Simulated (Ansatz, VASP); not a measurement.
## Two plane-wave programs on Pt

```xyz
1
Lattice="2.7082 0.0000 0.0000 -1.3541 2.3454 0.0000 0.0000 0.0000 2.5305" Properties=species:S:1:pos:R:3 pbc="T T T"
Pt    0.0000    0.0000    0.0000
```

Alike in both runs: task relaxation of cell and atoms; functional PBEsol; k mesh 24 × 24 × 22; occupations gaussian, width 0.1 eV; no spin polarisation.

```csv
,VASP,Ansatz
version,VASP 6.6.1,Ansatz 0.2.0
potentials or method,"VASP PAW PBE potentials, release 64 (Pt), cutoff 600 eV","scalar-relativistic, plane waves, PAW"
valence electrons in the cell,10,18
```

|  | VASP | Ansatz | Ansatz less VASP |
| --- | --- | --- | --- |
| gap on the k mesh at the Fermi level, each at its own relaxed structure (eV) | none | none | - |
| relaxed volume (Å³/atom) | 16.15 | 16.17 | +0.025 |
| relaxed length of the cell vector where the two differ most in proportion (Å) | 2.648 | 2.651 | +0.0023 |

VASP's potentials were made for PBE, not for PBEsol. A gap of «none» marks a metal or a gap that the smearing closes. VASP's potentials hold 10 valence electrons a cell and Ansatz's 18, so a difference there can come from the potentials and not from the codes.

Neither program's run includes spin-orbit coupling.
